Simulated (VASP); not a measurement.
Write the native input for VASP 6.6.1 that does the following.

```yaml
Task: single point
Functional: r2SCAN
Potentials_or_basis: VASP PAW PBE potentials, release 64 (Sb)
Cutoff: 520 eV
k_mesh: 12 × 12 × 12
Occupations: fermi-dirac, width 0.1 eV
Spin: no spin polarisation
Dipole_correction: no
Further_INCAR_settings: ALGO = Normal; EDIFF = 1e-07; NBANDS = 8
```

The system is Sb.

```
Sb
1.0
     2.99830    0.00000    0.00000
     0.00000    2.99830    0.00000
     0.00000    0.00000    2.99830
Sb
1
Direct
  0.00000 0.00000 0.00000
```

This cell differs from its parent crystal: volume scaled by 0.92.

These files were run (other wordings do the same):

POSCAR

```
Sb
1.0
    2.9983035105      0.0000000000      0.0000000000
    0.0000000000      2.9983035105      0.0000000000
    0.0000000000      0.0000000000      2.9983035105
Sb
1
Direct
    0.0000000000      0.0000000000      0.0000000000
```

INCAR.step1

```
PREC = Accurate
ENCUT = 520
ISMEAR = -1
SIGMA = 0.1
LREAL = F
LASPH = T
NELM = 80
NBANDS = 8
GGA = PE
ALGO = Normal
EDIFF = 1E-4
LWAVE = T
LCHARG = F
```

INCAR.step2

```
PREC = Accurate
ENCUT = 520
EDIFF = 1E-7
ISMEAR = -1
SIGMA = 0.1
LREAL = F
LASPH = T
NELM = 80
ALGO = Normal
ISIF = 2
LWAVE = F
LCHARG = F
METAGGA = R2SCAN
LMIXTAU = T
NBANDS = 8
ISTART = 1
```

KPOINTS

```
Automatic mesh
0
Gamma
  12 12 12
```

Potentials or basis: VASP PAW PBE potentials, release 64 (Sb).

The run is started by

```bash
$ cat potpaw_PBE.64/Sb/POTCAR > POTCAR
$ cp INCAR.step1 INCAR
$ mpirun -np 1 vasp_std > vasp.out
$ cp INCAR.step2 INCAR
$ mpirun -np 1 vasp_std > vasp.out
```

It gave:

```yaml
Pressure: 6.5 GPa
```

Caveat: the PAW data sets were made with another functional, which shifts forces and pressure a little.

It took 29 s on 1 thread of Intel Xeon 6975P-C, on a shared host, peak memory 0.15 GiB.
